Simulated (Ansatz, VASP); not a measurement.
Given: the input of a run of VASP 6.6.1 on MoS2.

Contents of INCAR:

```
  PREC = Accurate
  ENCUT = 520
  EDIFF = 1E-6
  ISMEAR = -1
  SIGMA = 0.05
  LREAL = False
  LASPH = True
  NELM = 60
  ALGO = Normal
  ISIF = 2
  LWAVE = False
  LCHARG = False
  GGA = B5
  ALDAX = 1.0
  AGGAX = 1.0
  AGGAC = 1.0
  ALDAC = 0.0
  IVDW = 12
  VDW_S6 = 1.0
  VDW_S8 = 2.6996
  VDW_A1 = 0.4298
  VDW_A2 = 4.2359
  NBANDS = 20
```

File KPOINTS:

```
Automatic mesh
0
Gamma
  9 9 4
```

File POSCAR:

```
MoS2
1.0
    3.1838448285      0.0000000000      0.0000000000
   -1.5919224143      2.7572905031      0.0000000000
    0.0000000000      0.0000000000      6.2271592669
Mo S
1 2
Direct
    0.0000000000      0.0000000000      0.5000000000
    0.6666666667      0.3333333333      0.7446806800
    0.3333333333      0.6666666667      0.2553193200
```

Potentials or basis: VASP PAW PBE potentials, release 64 (Mo_sv, S).

The run is started by

```console
$ cat potpaw_PBE.64/Mo_sv/POTCAR potpaw_PBE.64/S/POTCAR > POTCAR
$ mpirun -np 1 vasp_std > vasp.out
```

**Question.** Translate it to Ansatz 0.2.0. Potentials there: Ansatz PAW.

**Answer.** As run (the cutoff follows the program's own potentials):

Contents of input.yaml:

```yaml
crystal:
  lattice:
    - [3.1838448285, 0.0, 0.0]
    - [-1.5919224143, 2.7572905031, 0.0]
    - [0.0, 0.0, 6.2271592669]
  atoms:
    - { symbol: Mo, position: [0.0, 0.0, 0.5] }
    - { symbol: S, position: [0.6666666667, 0.3333333333, 0.74468068] }
    - { symbol: S, position: [0.3333333333, 0.6666666667, 0.25531932] }
hamiltonian:
  xc: blyp
  pseudopotentials: { kind: paw }
  dispersion: d3bj
kpoints:
  mp_grid: { grid: [9, 9, 4] }
scf:
  occupations: { method: fermi_dirac, width: 0.05 }
output:
  forces: true
  stress: true
  eigenvalues: true
```

Potentials or basis: Ansatz PAW.

The run is started by

```bash
$ ansatz run input.yaml --threads 2 --pin off --max-ram 5120MiB --backend cpu --events-out ev --progress --plain --runs-dir out
```

Both were run:

|  | VASP | Ansatz | Ansatz less VASP |
| --- | --- | --- | --- |
| gap on the k mesh at the Fermi level (eV) | none | none | - |
| pressure (GPa) | 6.1 | 6.1 | -0.02 |
| traceless stress, the component that is largest in VASP (GPa) | 0.44 | 0.44 | +0.003 |
| rms of the force components (eV/Å) | 0.641 | 0.635 | -0.0056 |

VASP's potentials were made for PBE, not for BLYP. Atom by atom the forces differ by 0.006 eV/Å (rms over components). A gap of «none» marks a metal or a gap that the smearing closes.
